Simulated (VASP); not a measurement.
The system is ZnC3.

```
Zn C
1.0
     4.75262    0.00000    0.00000
    -2.37631    4.11589    0.00000
     0.00000    0.00000    3.81471
Zn C
2 6
Direct
  0.33333 0.66667 0.25000
  0.66667 0.33333 0.75000
  0.83300 0.66600 0.25000
  0.16700 0.83300 0.75000
  0.33400 0.16700 0.25000
  0.16700 0.33400 0.75000
  0.83300 0.16700 0.25000
  0.66600 0.83300 0.75000
```

* Program: VASP 6.6.1
* Task: relaxation of cell and atoms
* Functional: PBE
* Potentials or basis: VASP PAW PBE potentials, release 64 (Zn, C)
* Cutoff: 600 eV
* k mesh: 6 × 6 × 4
* Occupations: gaussian, width 0.1 eV
* Spin: no spin polarisation

At the start: pressure -3.6 GPa; volume 9.33 Å³/atom.

Task: Where does the relaxation end?

Result: Over 45 steps the energy falls by 1182.9 meV/atom and the volume is 12.34 Å³/atom (+32.3 %); space group P6_3/mmc (No. 194, to 0.05 Å).

Step by step:
```
step  energy change (eV)  largest force (eV/Å)  pressure (GPa)  volume (Å³)
   1              0.0000                0.4017           -3.62        74.62
   3             -0.2774                2.0014           15.91        65.84
   5             -0.1600                2.5759           29.18        62.17
   7             -0.1796                2.6659           30.46        61.86
   9             -0.2742                3.0164           36.34        60.45
  11             -0.9342                4.4496           67.30        54.99
  13             -0.7939                4.4297           72.35        54.37
  15             -0.8040                4.2287           79.92        53.52
  17             -0.9060                3.2230           95.24        52.19
  19             -1.0546                3.4800           89.89        52.67
  21             -2.1945                2.9731           78.26        54.18
  23             -5.3008                0.3849           46.94        60.53
  25             -6.4692                4.2981           29.96        72.86
  27             -7.5635                0.9824            1.07        81.34
  29             -7.7515                0.8291            1.31        82.48
  31             -9.1866                0.5150           -1.93        95.44
  33             -9.3741                0.6526           -1.63       102.19
  35             -9.4237                0.3593           -3.31       102.24
  37             -9.4564                0.0853           -0.79       100.63
  39             -9.4612                0.1578           -0.63        99.45
  41             -9.4629                0.0106            0.03        98.86
  43             -9.4630                0.0094            0.18        98.78
  45             -9.4634                0.0038            0.10        98.73
```

Final structure:
```xyz
8
Lattice="4.4363 0.0000 0.0000 -2.2182 3.8420 0.0000 0.0000 0.0000 5.7929" Properties=species:S:1:pos:R:3 pbc="T T T"
Zn    0.0000    2.5613    1.4482
Zn    2.2182    1.2807    4.3446
C     2.2182    3.0061    1.4482
C    -1.4943    3.4240    4.3446
C     0.7239    0.4179    1.4482
C     0.0000    0.8359    4.3446
C     3.7124    0.4179    1.4482
C     1.4943    3.4240    4.3446
```

Caveat: the k points lie up to 0.27 Å⁻¹ apart in the final cell; the volume moved by over 15 % at a fixed basis, so the end points are rough.
